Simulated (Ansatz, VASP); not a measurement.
**Two plane-wave programs on AlN**

INCAR

```
SYSTEM = AlN
ALGO = Normal
EDIFF = 1E-6
ENCUT = 520
GGA = PS
ISIF = 2
ISMEAR = 0
LASPH = .TRUE.
LCHARG = .FALSE.
LREAL = .FALSE.
LWAVE = .FALSE.
NBANDS = 16
NELM = 80
PREC = Accurate
SIGMA = 0.05
```

Contents of KPOINTS:

```
k-points
0
G
  9 9 6
  0 0 0
```

POSCAR

```
AlN
1.0
    3.3808000000      0.0000000000      0.0000000000
   -1.6904000000      2.9278586851      0.0000000000
    0.0000000000      0.0000000000      4.3069000000
Al N
2 2
Direct
    0.3333333333      0.6666666667      0.7500000000
    0.6666666667      0.3333333333      0.2500000000
    0.3333333333      0.6666666667      0.2500000000
    0.6666666667      0.3333333333      0.7500000000
```

Input for Ansatz:

```yaml
crystal:
  lattice:
    - [3.3808, 0.0, 0.0]
    - [-1.6904, 2.9278586851, 0.0]
    - [0.0, 0.0, 4.3069]
  atoms:
    - { symbol: Al, position: [0.3333333333, 0.6666666667, 0.75] }
    - { symbol: Al, position: [0.6666666667, 0.3333333333, 0.25] }
    - { symbol: "N", position: [0.3333333333, 0.6666666667, 0.25] }
    - { symbol: "N", position: [0.6666666667, 0.3333333333, 0.75] }
basis:
  ecutwfc: 520.0
kpoints:
  mp_grid: { grid: [9, 9, 6] }
hamiltonian:
  xc: pbesol
scf:
  occupations: { method: gaussian, width: 0.05 }
output:
  forces: true
  stress: true
  eigenvalues: true
```

Alike in both runs: task single point; functional PBEsol; k mesh 9 × 9 × 6; occupations gaussian, width 0.05 eV; no spin polarisation.

```csv
,VASP,Ansatz
version,VASP 6.6.1,Ansatz 0.2.0
potentials or method,"VASP PAW PBE potentials, release 64 (Al, N), cutoff 520 eV","scalar-relativistic, plane waves, PAW"
valence electrons in the cell,16,16
```

|  | VASP | Ansatz | Ansatz less VASP |
| --- | --- | --- | --- |
| gap on the k mesh at the Fermi level (eV) | 2.65 | 2.64 | -0.010 |
| least direct gap on the mesh (eV) | 2.65 | 2.64 | -0.010 |
| pressure (GPa) | -15.5 | -15.4 | +0.10 |
| traceless stress, the component that is largest in VASP (GPa) | 0.65 | 0.65 | +0.007 |

VASP's potentials were made for PBE, not for PBEsol.
